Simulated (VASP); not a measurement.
A run of VASP 6.6.1:

The input INCAR:

```
PREC = Accurate
ENCUT = 600
EDIFF = 1E-6
ISMEAR = 0
SIGMA = 0.15
LREAL = F
LASPH = T
NELM = 120
ALGO = Normal
ISIF = 2
LWAVE = F
LCHARG = F
GGA = PE
NBANDS = 50
GGA_COMPAT = F
```

File KPOINTS:

```
regular mesh
0
Gamma
  2 2 2
```

The input POSCAR:

```
TaCl3F
1.0
    0.0000000000      4.7287659988      4.7287659988
    4.7287659988      0.0000000000      4.7287659988
    4.7287659988      4.7287659988      0.0000000000
Ta Cl F
2 6 2
Direct
    0.5000000000      0.5000000000      0.5000000000
    0.0000000000      0.0000000000      0.0000000000
    0.2497505630      0.2497505630      0.7502494370
    0.2497505630      0.7502494370      0.7502494370
    0.7502494370      0.7502494370      0.2497505630
    0.2497505630      0.7502494370      0.2497505630
    0.7502494370      0.2497505630      0.7502494370
    0.7502494370      0.2497505630      0.2497505630
    0.2500000000      0.2500000000      0.2500000000
    0.7500000000      0.7500000000      0.7500000000
```

Potentials or basis: VASP PAW PBE potentials, release 64 (Ta_pv, Cl, F).

Launch:

```sh
$ cat potpaw_PBE.64/Ta_pv/POTCAR potpaw_PBE.64/Cl/POTCAR potpaw_PBE.64/F/POTCAR > POTCAR
$ mpirun -np 1 vasp_std > vasp.out
```

Hardware: 1 thread of AMD EPYC 9R45 96-Core Processor (Zen 5), on a shared host.

Task: Estimate the wall time of this run.

Result: Wall time 47 s on 1 thread of AMD EPYC 9R45 96-Core Processor (Zen 5), on a shared host, peak memory 0.36 GiB. Counts: scf iterations 17, k points 3.
